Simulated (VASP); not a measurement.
# Nb2InF6: single point with r2SCAN

Crystal: Nb2InF6.

```
In Nb F
1.0
     0.00000    3.90701    3.90701
     3.90701    0.00000    3.90701
     3.90701    3.90701    0.00000
In Nb F
1 2 6
Direct
  0.00000 0.00000 0.00000
  0.25000 0.25000 0.25000
  0.75000 0.75000 0.75000
  0.73768 0.26232 0.26232
  0.26232 0.73768 0.26232
  0.26232 0.73768 0.73768
  0.73768 0.26232 0.73768
  0.26232 0.26232 0.73768
  0.73768 0.73768 0.26232
```

```yaml
Program: VASP 6.6.1
Task: single point
Functional: r2SCAN
Potentials_or_basis: VASP PAW PBE potentials, release 64 (In_d, Nb_sv, F)
Cutoff: 520 eV
k_mesh: 8 × 8 × 8
Occupations: fermi-dirac, width 0.0392 eV
Spin: no spin polarisation
```

The pressure is 0.5 GPa. The largest force is 0.122 eV/Å and the band gap on the k mesh is zero (an odd number of electrons rules out a gap without spin polarisation).

Forces on the atoms (eV/Å):
```
In   0.000  0.000  0.000
Nb   0.000  0.000  0.000
Nb   0.000  0.000  0.000
F    0.122  0.000  0.000
F    0.000  0.122  0.000
F   -0.122  0.000  0.000
F    0.000 -0.122  0.000
F    0.000  0.000  0.122
F    0.000  0.000 -0.122
```

Levels at points of the mesh, in eV from the Fermi level:
```tsv
k point	band 38	band 39	band 40	band 41	band 42	band 43	band 44	band 45
(0.00, 0.00, 0.00)	-1.45	-1.45	-1.04	-0.30	-0.30	-0.30	0.29	0.29
(0.50, 0.00, 0.00)	-0.37	-0.37	-0.30	-0.30	-0.01	0.35	0.64	0.64
(0.50, 0.50, 0.00)	-0.45	-0.41	-0.11	0.00	0.35	0.74	0.95	0.95
```

It took 30 min on 1 thread of Intel(R) Xeon(R) Platinum 8259CL CPU @ 2.50GHz (Skylake/Cascade Lake), with other jobs on the host, peak memory 0.38 GiB.

Caveat: the PAW data sets were made with another functional, which shifts forces and pressure a little; spin-orbit coupling is left out, which moves the levels of the heavy elements; an odd number of electrons without spin polarisation forces a metal; a magnetic or distorted state may lie lower.
